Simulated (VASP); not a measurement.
A run of VASP 6.6.1:

Contents of INCAR:

```
SYSTEM = Si
ALGO = Normal
EDIFF = 1E-7
ENCUT = 520
GGA = PS
ISIF = 2
ISMEAR = -1
LASPH = .True.
LCHARG = .True.
LELF = .True.
LREAL = Auto
LVHAR = .True.
LWAVE = .False.
NBANDS = 48
NELM = 100
PREC = Accurate
SIGMA = 0.02
```

The input KPOINTS:

```
k-points
0
Gamma
  2 2 2
  0 0 0
```

POSCAR

```
Si
1.0
    0.0000000000      5.4300000000      5.4300000000
    5.4300000000      0.0000000000      5.4300000000
    5.4300000000      5.4300000000      0.0000000000
Si
17
Direct
   -0.0216206262     -0.0156906077      0.0227255985
    0.1087384899      0.1052025783      0.1473572744
    0.0117127072     -0.0152854512      0.5037937385
    0.1057274401      0.0967587477      0.6629834254
   -0.0028913444      0.4903867403      0.0439042357
    0.1025414365      0.6079742173      0.1690423573
   -0.0474585635      0.4977348066      0.5506813996
    0.0930110497      0.6005801105      0.6699723757
    0.5051657459      0.0103038674      0.0196777164
    0.6006353591      0.1353683241      0.1774125230
    0.4781031308     -0.0005709024      0.5561510129
    0.6496316759      0.1048434622      0.6543093923
    0.4809208103      0.5048618785      0.0769060773
    0.6320534070      0.6175966851      0.1876519337
    0.5135911602      0.4696685083      0.5469060773
    0.6025506446      0.6150184162      0.6952578269
    0.3364548803      0.3831031308      0.4317587477
```

Potentials or basis: VASP PAW PBE potentials, release 64 (Si).

The run is started by

```sh
$ cat potpaw_PBE.64/Si/POTCAR > POTCAR
$ mpirun -np 1 vasp_std > vasp.out
```

Hardware: 1 thread of AMD EPYC 7R13 (shared host).

Q: How long does it take, and how much memory?

A: Run time: 4.2 min on 1 thread of AMD EPYC 7R13, with other jobs on the host, peak memory 0.48 GiB. Counts: scf iterations 14, k points 8.
